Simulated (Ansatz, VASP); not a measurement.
Two plane-wave programs on ScAl3

Contents of INCAR:

```
SYSTEM = ScAl3
  PREC = Accurate
  ENCUT = 520
  EDIFF = 1E-6
  ISMEAR = 0
  SIGMA = 0.1
  LREAL = .FALSE.
  LASPH = .TRUE.
  NELM = 80
  ALGO = Normal
  ISIF = 2
  LWAVE = .FALSE.
  LCHARG = .TRUE.
  GGA = PS
  LELF = .TRUE.
  LVHAR = .TRUE.
  NBANDS = 18
```

KPOINTS

```
Automatic mesh
0
G
  10 10 10
  0 0 0
```

The input POSCAR:

```
ScAl3
1.0
    3.9453005078      0.0000000000      0.0000000000
    0.0000000000      3.9453005078      0.0000000000
    0.0000000000      0.0000000000      3.9453005078
Sc Al
1 3
Direct
    0.0000000000      0.0000000000      0.0000000000
    0.5000000000      0.0000000000      0.5000000000
    0.0000000000      0.5000000000      0.5000000000
    0.5000000000      0.5000000000      0.0000000000
```

Input for Ansatz:

```yaml
crystal:
  lattice:
    - [3.9453005078, 0.0, 0.0]
    - [0.0, 3.9453005078, 0.0]
    - [0.0, 0.0, 3.9453005078]
  atoms:
    - { symbol: Sc, position: [0.0, 0.0, 0.0] }
    - { symbol: Al, position: [0.5, 0.0, 0.5] }
    - { symbol: Al, position: [0.0, 0.5, 0.5] }
    - { symbol: Al, position: [0.5, 0.5, 0.0] }
basis:
  ecutwfc: 420
kpoints:
  mp_grid: { grid: [10, 10, 10] }
hamiltonian:
  xc: pbesol
scf:
  occupations: { method: gaussian, width: 0.1 }
output:
  forces: true
  stress: true
  eigenvalues: true
```

Alike in both runs: task single point; functional PBEsol; k mesh 10 × 10 × 10; occupations gaussian, width 0.1 eV; no spin polarisation.

|  | VASP | Ansatz |
| --- | --- | --- |
| version | VASP 6.6.1 | Ansatz 0.2.0 |
| potentials or method | VASP PAW PBE potentials, release 64 (Sc_sv, Al), cutoff 520 eV | scalar-relativistic, plane waves, PAW |
| valence electrons in the cell | 20 | 20 |

Ansatz gave:

- gap on the k mesh at the Fermi level (eV): none
- pressure (GPa): 10.4

Task: Which values does VASP return?

Result: gap on the k mesh at the Fermi level (eV): none; pressure (GPa): 10.6.

VASP's potentials were made for PBE, not for PBEsol. A gap of «none» marks a metal or a gap that the smearing closes. The functional is the same, so the differences come from potentials, cutoffs and numerics.
